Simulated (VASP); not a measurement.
Input of a VASP 6.6.1 run:

The input INCAR:

```
PREC = Accurate ; ENCUT = 520
EDIFF = 1E-6 ; ISMEAR = 0
SIGMA = 0.15 ; LREAL = False
LASPH = True ; NELM = 80
ALGO = Normal ; ISIF = 2
LWAVE = False ; LCHARG = False
GGA = PE ; NBANDS = 29
```

File KPOINTS:

```
regular mesh
0
Gamma
  12 12 12
```

POSCAR

```
TiSi2
1.0
    1.7973467987     -6.7352792120      0.0000000000
    1.7973467987      6.7352792120      0.0000000000
    0.0000000000      0.0000000000      3.6268241160
Ti Si
2 4
Direct
    0.8968075259      0.1031924741      0.7500000000
    0.1031924741      0.8968075259      0.2500000000
    0.5591373592      0.4408626408      0.7500000000
    0.4408626408      0.5591373592      0.2500000000
    0.2498287182      0.7501712818      0.7500000000
    0.7501712818      0.2498287182      0.2500000000
```

Potentials or basis: VASP PAW PBE potentials, release 64 (Ti_sv, Si).

Run with:

```console
$ cat potpaw_PBE.64/Ti_sv/POTCAR potpaw_PBE.64/Si/POTCAR > POTCAR
$ mpirun -np 1 vasp_std > vasp.out
```

**Question.** Estimate the largest force.

**Answer.** 0.100 eV/Å.

**Question.** What does it give for the band gap on the k mesh?

**Answer.** Zero (bands 20 and 21 overlap by 0.97 eV).

**Question.** What does it give for the pressure?

**Answer.** -2.9 GPa.

Forces on the atoms (eV/Å):
```
Ti   0.000 -0.100  0.000
Ti   0.000  0.100  0.000
Si   0.000 -0.034  0.000
Si   0.000  0.034  0.000
Si   0.000  0.012  0.000
Si   0.000 -0.012  0.000
```
